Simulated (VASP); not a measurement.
# ZnO (P6_3mc) in VASP: single point with PBE

Aim: the single point of ZnO with PBE.

Program: VASP 6.6.1. These are calculated values, not measurements. Logs are shortened: lines on timing, memory, paths and dates and some standing lists are left out, and cuts for length are marked.

## (1) The cell of the first run

Symmetry: P6_3mc, No. 186, hexagonal system. Conventional cell: a = 3.237 Å, b = 3.237 Å, c = 5.222 Å, α = 90.00°, β = 90.00°, γ = 120.00°. Within 2.6 Å of Zn (site symmetry 3m) lie 4 O at 1.97 to 1.98 Å. Within 2.6 Å of O (site symmetry 3m) lie 4 Zn at 1.97 to 1.98 Å.

## (2) Single point, PBE

INCAR

```
PREC     = Accurate       # precision mode
ENCUT    = 1340           # plane-wave cutoff, eV
EDIFF    = 1E-6           # SCF threshold, eV
ISMEAR   = 0              # smearing method
SIGMA    = 0.1            # smearing width, eV
LREAL    = F              # projectors in reciprocal space
LASPH    = T              # aspherical terms in the spheres
NELM     = 120            # most SCF steps
ALGO     = Normal         # electronic algorithm
ISIF     = 2              # what is computed and relaxed
LWAVE    = F              # write WAVECAR
LCHARG   = T              # write CHGCAR
GGA      = PE             # functional
LELF     = T              # ELF
LVHAR    = T            
NBANDS   = 26             # bands
GGA_COMPAT= F
```

KPOINTS

```
Automatic mesh
0
Gamma
  6 6 4
```

POSCAR

```
ZnO
1.0
    3.2373510200      0.0000000000      0.0000000000
   -1.6186755100      2.8036282300      0.0000000000
    0.0000000000      0.0000000000      5.2220613000
Zn O
2 2
Direct
    0.6666666700      0.3333333300      0.5005917000
    0.3333333300      0.6666666700      0.0005917000
    0.6666666700      0.3333333300      0.8797183000
    0.3333333300      0.6666666700      0.3797183000
```

Potentials or basis: VASP PAW PBE potentials, release 64 (Zn, O_h).

Run with:

```bash
$ cat potpaw_PBE.64/Zn/POTCAR potpaw_PBE.64/O_h/POTCAR > POTCAR
$ mpirun -np 1 vasp_std > vasp.out
```

OUTCAR:

```text
PREC = Accurate
   ENCUT = 1340
   EDIFF = 1E-6
   ISMEAR = 0
   LREAL = F
   LASPH = T
   NELM = 120
   ISIF = 2
   GGA = PE

 ion  position               nearest neighbor table
   1  0.667  0.333  0.501-   4 1.97   4 1.97   4 1.97   3 1.98
   2  0.333  0.667  0.001-   3 1.97   3 1.97   3 1.97   4 1.98
   3  0.667  0.333  0.880-   2 1.97   2 1.97   2 1.97   1 1.98
   4  0.333  0.667  0.380-   1 1.97   1 1.97   1 1.97   2 1.98

  LATTYP: Found a hexagonal cell.
 ALAT       =     3.2373510200
 C/A-ratio  =     1.6130661358

  Lattice vectors:

 A1 = (   3.2373510200,   0.0000000000,   0.0000000000)
 A2 = (  -1.6186755100,   2.8036282300,   0.0000000000)
 A3 = (   0.0000000000,   0.0000000000,   5.2220613000)

Analysis of symmetry for initial positions (statically):
=====================================================================
 Subroutine PRICEL returns:
 Original cell was already a primitive cell.

 Routine SETGRP: Setting up the symmetry group for a
 hexagonal supercell.

 Subroutine GETGRP returns: Found 12 space group operations
 (whereof  6 operations were pure point group operations)
 out of a pool of 24 trial point group operations.

The static configuration has the point symmetry C_3v.
 The point group associated with its full space group is C_6v.

Analysis of symmetry for dynamics (positions and initial velocities):
=====================================================================
 Subroutine PRICEL returns:
 Original cell was already a primitive cell.

 Routine SETGRP: Setting up the symmetry group for a
 hexagonal supercell.

 Subroutine GETGRP returns: Found 12 space group operations
 (whereof  6 operations were pure point group operations)
 out of a pool of 24 trial point group operations.

The dynamic configuration has the point symmetry C_3v.
 The point group associated with its full space group is C_6v.

 Subroutine INISYM returns: Found 12 space group operations
 (whereof  6 operations are pure point group operations),
 and found     1 'primitive' translations

----------------------------------------------------------------------------------------

                                     Primitive cell

  volume of cell :      47.3971

  direct lattice vectors                    reciprocal lattice vectors
     3.237351020  0.000000000  0.000000000     0.308894523  0.178340336  0.000000000
    -1.618675510  2.803628230  0.000000000     0.000000000  0.356680672  0.000000000
     0.000000000  0.000000000  5.222061300     0.000000000  0.000000000  0.191495263

  length of vectors
     3.237351020  3.237351025  5.222061300     0.356680672  0.356680672  0.191495263

  position of ions in fractional coordinates (direct lattice)
     0.666666670  0.333333330  0.500591700
     0.333333330  0.666666670  0.000591700
     0.666666670  0.333333330  0.879718300
     0.333333330  0.666666670  0.379718300

  ion indices of the primitive-cell ions
   primitive index   ion index
                 1           1
                 2           2
                 3           3
                 4           4

----------------------------------------------------------------------------------------

 KPOINTS: Automatic mesh

Automatic generation of k-mesh.
 Grid dimensions read from file:
 generate k-points for:    6    6    4

 Generating k-lattice:

  Cartesian coordinates                     Fractional coordinates (reciprocal lattice)
     0.051482421  0.029723389  0.000000000     0.166666667 -0.000000000  0.000000000
     0.000000000  0.059446779  0.000000000     0.000000000  0.166666667  0.000000000
     0.000000000  0.000000000  0.047873816     0.000000000  0.000000000  0.250000000

  Length of vectors
     0.059446779  0.059446779  0.047873816

  Shift w.r.t. Gamma in fractional coordinates (k-lattice)
     0.000000000  0.000000000  0.000000000

 Subroutine IBZKPT returns following result:
 ===========================================

 Found     21 irreducible k-points:

 Following reciprocal coordinates:
            Coordinates               Weight
  0.000000  0.000000  0.000000      1.000000
  0.166667  0.000000  0.000000      6.000000
  0.333333  0.000000  0.000000      6.000000
  0.500000  0.000000  0.000000      3.000000
  0.166667  0.166667  0.000000      6.000000
  0.333333  0.166667  0.000000     12.000000
[... 13 lines left out ...]
  0.333333  0.166667  0.500000     12.000000
  0.333333  0.333333  0.500000      2.000000
   k-points           NKPTS =     21   k-points in BZ     NKDIM =     21   number of bands    NBANDS=     26
   number of dos      NEDOS =    301   number of ions     NIONS =      4
   total plane-waves  NPLWV = 102400
   dimension x,y,z NGX =    40 NGY =   40 NGZ =   64
   dimension x,y,z NGXF=    80 NGYF=   80 NGZF=  128
   ions per type =               2   2
   NGX,Y,Z   is equivalent  to a cutoff of  20.54, 20.54, 20.37 a.u.
   NGXF,Y,Z  is equivalent  to a cutoff of  41.08, 41.08, 40.75 a.u.
 SYSTEM =  unknown system
   PREC   = accura    normal or accurate (medium, high low for compatibility)
   ISTART =      0    job   : 0-new  1-cont  2-samecut
   ICHARG =      2    charge: 1-file 2-atom 10-const
   ISPIN  =      1    spin polarized calculation?
   LNONCOLLINEAR =      F non collinear calculations
   LSORBIT =      F    spin-orbit coupling
   LASPH  =      T    aspherical Exc in radial PAW
   ENCUT  = 1340.0 eV  98.49 Ry    9.92 a.u.   9.66  9.66 15.59*2*pi/ulx,y,z
   NELM   =    120;   NELMIN=  2; NELMDL= -5     # of ELM steps
   EDIFF  = 0.1E-05   stopping-criterion for ELM
   LREAL  =      F    real-space projection
   EDIFFG = 0.1E-04   stopping-criterion for IOM
   NSW    =      0    number of steps for IOM
   IBRION =     -1    ionic relax: 0-MD 1-quasi-New 2-CG
   NFREE  =      0    steps in history (QN), initial steepest desc. (CG)
   ISIF   =      2    stress and relaxation
   ISYM   =      2    0-nonsym 1-usesym 2-fastsym
   POTIM  = 0.5000    time-step for ionic-motion
   TEBEG  =    0.0;   TEEND  =   0.0 temperature during run
   PSTRESS=    0.0 pullay stress
   NELECT =      36.0000    total number of electrons
   NUPDOWN=      -1.0000    fix difference up-down
   EMIN   =  10.00;   EMAX   =-10.00  energy-range for DOS
   EFERMI =   0.00;   METHOD = LEGACY
   ISMEAR =     0;   SIGMA  =   0.10  broadening in eV -4-tet -1-fermi 0-gaus
   EFERMI_NEDOS =   21; number of points for ismear=-14 and -15
   IALGO  =     38    algorithm
   IMIX   =      4    mixing-type and parameters
     AMIX     =   0.40;   BMIX     =  1.00
     AMIX_MAG =   1.60;   BMIX_MAG =  1.00
  volume/ion in A,a.u.               =      11.85        79.96
  Fermi-wavevector in a.u.,A,eV,Ry     =   1.493682  2.822650 30.355784  2.231087
  Thomas-Fermi vector in A             =   2.606052
   LORBIT       =      0    0 simple, 1 ext, 2 COOP (PROOUT), +10 PAW based schemes
   GGA     = PE    functional components
   LHFCALC =     F    Hartree Fock is set to
   AEXX    =    0.0000 exact exchange contribution
   IVDW    =     0    specifies the selected vdW correction
   LEPSILON=     F    determine dielectric tensor
   LRPA    =     F    only Hartree local field effects (RPA)
 non-spin polarized calculation
 Gauss-broadening in eV      SIGMA  =   0.10
  energy-cutoff  :     1340.00
  volume of cell :       47.40
 maximum number of plane-waves:      5336
 NGX is ok and might be reduce to    40
   NGX = 19   NGY = 19   NGZ = 31

 number of electron      36.0000001 magnetization

 Free energy of the ion-electron system (eV)
  ---------------------------------------------------
  ext. energy  EPLUGINS =         0.00000000
  ---------------------------------------------------
  free energy    TOTEN  =       -17.82832803 eV

  energy without entropy =      -17.82832803  energy(sigma->0) =      -17.82832803

 E-fermi :   1.9671     XC(G=0): -10.9368

 val. band max:        1.5706288461   @ k =   0.0000   0.0000   0.0000
 cond. band min:       2.3586126164   @ k =   0.0000   0.0000   0.0000
 fundamental gap:      0.7879837703
 Fermi energy:         1.9671432612

 k-point     1 :       0.0000    0.0000    0.0000
  band No.  band energies     occupation
      1     -16.5571      2.00000
      2     -15.8302      2.00000
      3      -4.1493      2.00000
      4      -4.1493      2.00000
      5      -4.1102      2.00000
      6      -4.1046      2.00000
[... 18 lines left out ...]
     25      15.7685      0.00000
     26      15.7685      0.00000

 k-point     2 :       0.1667    0.0000    0.0000
  band No.  band energies     occupation
      1     -16.4091      2.00000
      2     -15.7665      2.00000
      3      -4.3049      2.00000
      4      -4.0672      2.00000
      5      -4.0438      2.00000
      6      -3.9746      2.00000
[... 18 lines left out ...]
     25      15.6548      0.00000
     26      15.9532      0.00000

 k-point     3 :       0.3333    0.0000    0.0000
  band No.  band energies     occupation
      1     -16.0762      2.00000
      2     -15.6596      2.00000
      3      -4.4648      2.00000
      4      -4.1064      2.00000
      5      -3.9346      2.00000
      6      -3.7381      2.00000
[... 18 lines left out ...]
     25      15.0112      0.00000
     26      15.7059      0.00000

 k-point     4 :       0.5000    0.0000    0.0000
  band No.  band energies     occupation
      1     -15.8649      2.00000
      2     -15.6422      2.00000
      3      -4.3869      2.00000
      4      -4.1985      2.00000
      5      -3.8914      2.00000
      6      -3.5121      2.00000
[... 18 lines left out ...]
     25      14.7908      0.00000
     26      15.8592      0.00000
[... 409 lines left out ...]
      1     -15.9228      2.00000
      2     -15.9228      2.00000
      3      -4.4927      2.00000
      4      -4.4927      2.00000
      5      -3.9268      2.00000
      6      -3.9268      2.00000
[... 18 lines left out ...]
     25      15.0601      0.00000
     26      15.0601      0.00000

 k-point    20 :       0.3333    0.1667    0.5000
  band No.  band energies     occupation
      1     -15.7468      2.00000
      2     -15.7468      2.00000
      3      -4.4318      2.00000
      4      -4.4318      2.00000
      5      -3.7989      2.00000
      6      -3.7989      2.00000
[... 18 lines left out ...]
     25      15.8088      0.00000
     26      15.8088      0.00000

 k-point    21 :       0.3333    0.3333    0.5000
  band No.  band energies     occupation
      1     -15.6889      2.00000
      2     -15.6889      2.00000
      3      -4.1789      2.00000
      4      -4.1789      2.00000
      5      -3.9460      2.00000
      6      -3.9460      2.00000
[... 18 lines left out ...]
     25      17.2792      0.00000
     26      17.2792      0.00000

------------------------ aborting loop because EDIFF is reached ----------------------------------------

  FORCE on cell =-STRESS in cart. coord.  units (eV):
  Direction    XX          YY          ZZ          XY          YZ          ZX
  --------------------------------------------------------------------------------------
  -------------------------------------------------------------------------------------
  Total        1.9102267      1.9102267      1.9212090      0.0000000      0.0000000      0.0000000
  in kB       64.5718621     64.5718624     64.9431004      0.0000000      0.0000000      0.0000000
  external PRESSURE =      64.6956083 kB  Pullay stress =       0.0000000 kB

 VOLUME and BASIS-vectors are now :
 -----------------------------------------------------------------------------
  energy-cutoff  :     1340.00
  volume of cell :       47.40
      direct lattice vectors                 reciprocal lattice vectors
     3.237351020  0.000000000  0.000000000     0.308894523  0.178340336  0.000000000
    -1.618675510  2.803628230  0.000000000     0.000000000  0.356680672  0.000000000
     0.000000000  0.000000000  5.222061300     0.000000000  0.000000000  0.191495263

 POSITION                                       TOTAL-FORCE (eV/Angst)
 -----------------------------------------------------------------------------------
      1.61868      0.93454      2.61412         0.000000      0.000000     -0.001785
     -0.00000      1.86909      0.00309        -0.000000      0.000000     -0.001785
      1.61868      0.93454      4.59394        -0.000000     -0.000000      0.001785
     -0.00000      1.86909      1.98291         0.000000      0.000000      0.001785
 -----------------------------------------------------------------------------------
    total drift:                               -0.000026      0.000015      0.000039

  FREE ENERGIE OF THE ION-ELECTRON SYSTEM (eV)
  ---------------------------------------------------
  free  energy   TOTEN  =       -17.8283280316 eV

  energy  without entropy=      -17.8283280314  energy(sigma->0) =      -17.82832803
```

Wall time 2.1 min (1 thread of Intel Xeon Platinum 8259CL at 2.50GHz (Skylake/Cascade Lake), shared host); peak memory 0.34 GiB.

Results:

| Item | Value |
| --- | --- |
| Free energy | -17.8283 eV |
| Pressure | 6.5 GPa |
| Band gap on the k mesh | 0.79 eV |

Levels at points of the mesh, in eV from the valence-band top:
| k point | band 14 | band 15 | band 16 | band 17 | band 18 | band 19 | band 20 | band 21 | band 22 | band 23 |
| --- | --- | --- | --- | --- | --- | --- | --- | --- | --- | --- |
| (0.00, 0.00, 0.00) | -0.80 | -0.80 | -0.09 | 0.00 | 0.00 | 0.79 | 5.24 | 8.21 | 12.93 | 12.93 |
| (0.50, 0.00, 0.00) | -3.56 | -2.84 | -2.28 | -1.30 | -0.84 | 5.79 | 6.87 | 7.58 | 8.54 | 10.60 |
| (0.00, 0.00, 0.50) | -2.25 | -0.39 | -0.39 | -0.39 | -0.39 | 3.46 | 3.46 | 10.08 | 10.08 | 13.22 |
| (0.50, 0.00, 0.50) | -3.76 | -1.52 | -1.52 | -1.39 | -1.39 | 5.71 | 5.71 | 8.45 | 8.45 | 11.31 |

Caveat: the cell stands under pressure; semilocal functionals underestimate gaps, and a narrow one can read as zero.
